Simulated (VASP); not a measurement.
# Ag in VASP: a series of runs, part 2 of 2

VASP 6.6.1.

### 3 Relaxation of cell and atoms, PBE

This run uses another cell than the first one, of 17.95 Å³/atom.

Contents of INCAR:

```
SYSTEM = Ag
PREC     = Accurate       ! precision mode
ENCUT    = 600            ! plane-wave cutoff, eV
EDIFF    = 1E-6           ! SCF threshold, eV
ISMEAR   = 0              ! smearing method
SIGMA    = 0.1            ! smearing width, eV
LREAL    = .FALSE.        ! projectors in reciprocal space
LASPH    = .TRUE.         ! aspherical terms in the spheres
NELM     = 100            ! most SCF steps
ALGO     = Normal         ! electronic algorithm
ISIF     = 3              ! what is computed and relaxed
LWAVE    = .FALSE.        ! write WAVECAR
LCHARG   = .FALSE.        ! write CHGCAR
GGA      = PE             ! functional
IBRION   = 2              ! ionic algorithm
NSW      = 100            ! ionic steps
EDIFFG   = -0.01          ! ionic threshold
```

Contents of KPOINTS:

```
regular mesh
0
G
  22 22 22
  0 0 0
```

Contents of POSCAR:

```
Ag
1.0
    0.0000000000      2.0782296293      2.0782296293
    2.0782296293      0.0000000000      2.0782296293
    2.0782296293      2.0782296293      0.0000000000
Ag
1
Direct
    0.5000000000      0.5000000000      0.5000000000
```

Potentials or basis: VASP PAW PBE potentials, release 64 (Ag).

Command:

```sh
> cat potpaw_PBE.64/Ag/POTCAR > POTCAR
> mpirun -np 1 vasp_std > vasp.out
```

OUTCAR:

```text
SYSTEM = Ag
   PREC = Accurate
   ENCUT = 600
   EDIFF = 1E-6
   ISMEAR = 0
   LREAL = .FALSE.
   LASPH = .TRUE.
   NELM = 100
   ISIF = 3
   GGA = PE
   IBRION = 2
   NSW = 100
   EDIFFG = -0.01

 ion  position               nearest neighbor table
   1  0.500  0.500  0.500-

  LATTYP: Found a face centered cubic cell.
 ALAT       =     4.1564592586

  Lattice vectors:

 A1 = (   0.0000000000,   2.0782296293,   2.0782296293)
 A2 = (   2.0782296293,   0.0000000000,   2.0782296293)
 A3 = (   2.0782296293,   2.0782296293,   0.0000000000)

Analysis of symmetry for initial positions (statically):
=====================================================================
 Subroutine PRICEL returns:
 Original cell was already a primitive cell.

 Routine SETGRP: Setting up the symmetry group for a
 face centered cubic supercell.

 Subroutine GETGRP returns: Found 48 space group operations
 (whereof 48 operations were pure point group operations)
 out of a pool of 48 trial point group operations.

The static configuration has the point symmetry O_h .

Analysis of symmetry for dynamics (positions and initial velocities):
=====================================================================
 Subroutine PRICEL returns:
 Original cell was already a primitive cell.

 Routine SETGRP: Setting up the symmetry group for a
 face centered cubic supercell.

 Subroutine GETGRP returns: Found 48 space group operations
 (whereof 48 operations were pure point group operations)
 out of a pool of 48 trial point group operations.

The dynamic configuration has the point symmetry O_h .

 Subroutine INISYM returns: Found 48 space group operations
 (whereof 48 operations are pure point group operations),
 and found     1 'primitive' translations

----------------------------------------------------------------------------------------

                                     Primitive cell

  volume of cell :      17.9519

  direct lattice vectors                    reciprocal lattice vectors
     0.000000000  2.078229629  2.078229629    -0.240589391  0.240589391  0.240589391
     2.078229629  0.000000000  2.078229629     0.240589391 -0.240589391  0.240589391
     2.078229629  2.078229629  0.000000000     0.240589391  0.240589391 -0.240589391

  length of vectors
     2.939060527  2.939060527  2.939060527     0.416713048  0.416713048  0.416713048

  position of ions in fractional coordinates (direct lattice)
     0.500000000  0.500000000  0.500000000

  ion indices of the primitive-cell ions
   primitive index   ion index
                 1           1

----------------------------------------------------------------------------------------

 KPOINTS: regular mesh

Automatic generation of k-mesh.
 Grid dimensions read from file:
 generate k-points for:   22   22   22

 Generating k-lattice:

  Cartesian coordinates                     Fractional coordinates (reciprocal lattice)
    -0.010935881  0.010935881  0.010935881     0.045454545  0.000000000  0.000000000
     0.010935881 -0.010935881  0.010935881     0.000000000  0.045454545  0.000000000
     0.010935881  0.010935881 -0.010935881     0.000000000  0.000000000  0.045454545

  Length of vectors
[... 43 lines left out ...]
   NGX,Y,Z   is equivalent  to a cutoff of  13.58, 13.58, 13.58 a.u.
   NGXF,Y,Z  is equivalent  to a cutoff of  27.15, 27.15, 27.15 a.u.
 SYSTEM =  Ag
   PREC   = accura    normal or accurate (medium, high low for compatibility)
   ISTART =      0    job   : 0-new  1-cont  2-samecut
   ICHARG =      2    charge: 1-file 2-atom 10-const
   ISPIN  =      1    spin polarized calculation?
   LNONCOLLINEAR =      F non collinear calculations
   LSORBIT =      F    spin-orbit coupling
   LASPH  =      T    aspherical Exc in radial PAW
   ENCUT  =  600.0 eV  44.10 Ry    6.64 a.u.   5.87  5.87  5.87*2*pi/ulx,y,z
   NELM   =    100;   NELMIN=  2; NELMDL= -5     # of ELM steps
   EDIFF  = 0.1E-05   stopping-criterion for ELM
   LREAL  =      F    real-space projection
   EDIFFG = -.1E-01   stopping-criterion for IOM
   NSW    =    100    number of steps for IOM
   IBRION =      2    ionic relax: 0-MD 1-quasi-New 2-CG
   NFREE  =      1    steps in history (QN), initial steepest desc. (CG)
   ISIF   =      3    stress and relaxation
   ISYM   =      2    0-nonsym 1-usesym 2-fastsym
   POTIM  = 0.5000    time-step for ionic-motion
   TEBEG  =    0.0;   TEEND  =   0.0 temperature during run
   PSTRESS=    0.0 pullay stress
   NELECT =      11.0000    total number of electrons
   NUPDOWN=      -1.0000    fix difference up-down
   EMIN   =  10.00;   EMAX   =-10.00  energy-range for DOS
   EFERMI =   0.00;   METHOD = LEGACY
   ISMEAR =     0;   SIGMA  =   0.10  broadening in eV -4-tet -1-fermi 0-gaus
   EFERMI_NEDOS =   21; number of points for ismear=-14 and -15
   IALGO  =     38    algorithm
   IMIX   =      4    mixing-type and parameters
     AMIX     =   0.40;   BMIX     =  1.00
     AMIX_MAG =   1.60;   BMIX_MAG =  1.00
  volume/ion in A,a.u.               =      17.95       121.15
  Fermi-wavevector in a.u.,A,eV,Ry     =   1.390493  2.627651 26.306474  1.933471
  Thomas-Fermi vector in A             =   2.514423
   LORBIT       =      0    0 simple, 1 ext, 2 COOP (PROOUT), +10 PAW based schemes
   GGA     = PE    functional components
   LHFCALC =     F    Hartree Fock is set to
   AEXX    =    0.0000 exact exchange contribution
   IVDW    =     0    specifies the selected vdW correction
   LEPSILON=     F    determine dielectric tensor
   LRPA    =     F    only Hartree local field effects (RPA)
 conjugate gradient relaxation of ions
 non-spin polarized calculation
 Gauss-broadening in eV      SIGMA  =   0.10
  energy-cutoff  :      600.00
  volume of cell :       17.95
 maximum number of plane-waves:       610
   NGX = 11   NGY = 11   NGZ = 11

--------------------------------------- Ionic step        1  -------------------------------------------

 number of electron      11.0000000 magnetization

 Free energy of the ion-electron system (eV)
  ---------------------------------------------------
  ext. energy  EPLUGINS =         0.00000000
  ---------------------------------------------------
  free energy    TOTEN  =        -2.71991839 eV

  energy without entropy =       -2.71901324  energy(sigma->0) =       -2.71946582

------------------------ aborting loop because EDIFF is reached ----------------------------------------

  FORCE on cell =-STRESS in cart. coord.  units (eV):
  Direction    XX          YY          ZZ          XY          YZ          ZX
  --------------------------------------------------------------------------------------
  -------------------------------------------------------------------------------------
  Total       -0.0793109     -0.0793109     -0.0793109      0.0000000      0.0000000     -0.0000000
  in kB       -7.0783679     -7.0783679     -7.0783679      0.0000000      0.0000000     -0.0000000
  external PRESSURE =      -7.0783679 kB  Pullay stress =       0.0000000 kB
[... 57 lines left out ...]
--------------------------------------- Ionic step        3  -------------------------------------------

 number of electron      11.0000000 magnetization

 Free energy of the ion-electron system (eV)
  ---------------------------------------------------
  ext. energy  EPLUGINS =         0.00000000
  ---------------------------------------------------
  free energy    TOTEN  =        -2.72023440 eV

  energy without entropy =       -2.71931591  energy(sigma->0) =       -2.71977516

 E-fermi :   7.8776     XC(G=0): -11.9514

 val. band max:        7.8440409270   @ k =   0.5000   0.2727   0.0909
 cond. band min:       7.9091869614   @ k =   0.5000   0.3636   0.1364
 fundamental gap:      0.0651460344
 Fermi energy:         7.8775518461

 k-point     1 :       0.0000    0.0000    0.0000
  band No.  band energies     occupation
      1       0.3859      2.00000
      2       3.1855      2.00000
      3       3.1855      2.00000
      4       3.1855      2.00000
      5       4.1420      2.00000
      6       4.1420      2.00000
      7      23.7620      0.00000
      8      27.0827      0.00000
      9      27.0827      0.00000
[... 265 lines left out ...]
 k-point    24 :      -0.4545    0.0455    0.0000
  band No.  band energies     occupation
      1       1.7490      2.00000
      2       3.1529      2.00000
      3       3.1961      2.00000
      4       4.7664      2.00000
      5       4.8416      2.00000
      6       7.5153      2.00000
      7      11.4816      0.00000
      8      22.9464      0.00000
      9      24.7516      0.00000

 [... further k-points ...]

------------------------ aborting loop because EDIFF is reached ----------------------------------------

  FORCE on cell =-STRESS in cart. coord.  units (eV):
  Direction    XX          YY          ZZ          XY          YZ          ZX
  --------------------------------------------------------------------------------------
  -------------------------------------------------------------------------------------
  Total        0.0023558      0.0023558      0.0023558      0.0000000      0.0000000      0.0000000
  in kB        0.2119255      0.2119255      0.2119255      0.0000000      0.0000000      0.0000000
  external PRESSURE =       0.2119255 kB  Pullay stress =       0.0000000 kB
[... 16 lines left out ...]
  FREE ENERGIE OF THE ION-ELECTRON SYSTEM (eV)
  ---------------------------------------------------
  free  energy   TOTEN  =        -2.7202343968 eV

  energy  without entropy=       -2.7193159139  energy(sigma->0) =       -2.71977516

 reached required accuracy - stopping structural energy minimisation
```

It took 87 s on 1 thread of Intel Xeon 8259CL, shared host; peak memory 0.21 GiB.

Results:

| Property | Result |
| --- | --- |
| Free energy | -2.7202 eV |
| Relaxed volume | 17.81 Å³/atom |
| Relaxed cell | a = 2.931 Å, b = 2.931 Å, c = 2.931 Å, α = 60.00°, β = 60.00°, γ = 60.00° |
| Space group after relaxing (to 0.1 Å) | Fm-3m (No. 225) |
| Energy gained by relaxing | 0.3 meV/atom |
| Ionic steps | 3 |
| Pressure after relaxing | 0.0 GPa |
| Band gap on the k mesh | zero (an odd number of electrons rules out a gap without spin polarisation) |

The path:
```tsv
step	energy change (eV)	largest force (eV/Å)	pressure (GPa)	volume (Å³)
1	0.0000	0.0000	-0.71	17.95
2	-0.0002	0.0000	0.26	17.75
3	-0.0003	0.0000	0.02	17.81
```

Final structure:
```
Ag
1.0
     0.00000    2.07274    2.07274
     2.07274    0.00000    2.07274
     2.07274    2.07274    0.00000
Ag
1
Direct
  0.50000 0.50000 0.50000
```
